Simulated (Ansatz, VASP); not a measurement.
## Two plane-wave programs on WSe2

```xyz
3
Lattice="3.3179 0.0000 0.0000 -1.6590 2.8734 0.0000 0.0000 0.0000 16.6581" Properties=species:S:1:pos:R:3 pbc="T T T"
W     0.0000    0.0000    0.0000
Se   -0.0354    1.8803    1.6623
Se   -0.0354    1.8803   14.9959
```

Change from the starting cell: all Se atoms moved -0.050 Å, as atom 2 along Cartesian [1 1 0].

Alike in both runs: task single point; functional PBEsol; k mesh 9 × 9 × 2; occupations gaussian, width 0.05 eV; no spin polarisation.

|  | VASP | Ansatz |
| --- | --- | --- |
| version | VASP 6.6.1 | Ansatz 0.2.0 |
| potentials or method | VASP PAW PBE potentials, release 64 (W_sv, Se), cutoff 520 eV | scalar-relativistic, plane waves, PAW |
| valence electrons in the cell | 26 | 46 |

```tsv
	VASP	Ansatz	Ansatz less VASP
gap on the k mesh at the Fermi level (eV)	1.51	1.52	+0.003
least direct gap on the mesh (eV)	1.51	1.52	+0.003
rms of the force components (eV/Å)	0.371	0.371	+0.0008
```

VASP's potentials were made for PBE, not for PBEsol. Atom by atom the forces differ by 0.027 eV/Å (rms over components). VASP's potentials hold 26 valence electrons a cell and Ansatz's 46, so a difference there can come from the potentials and not from the codes.

Spin-orbit coupling is off throughout.
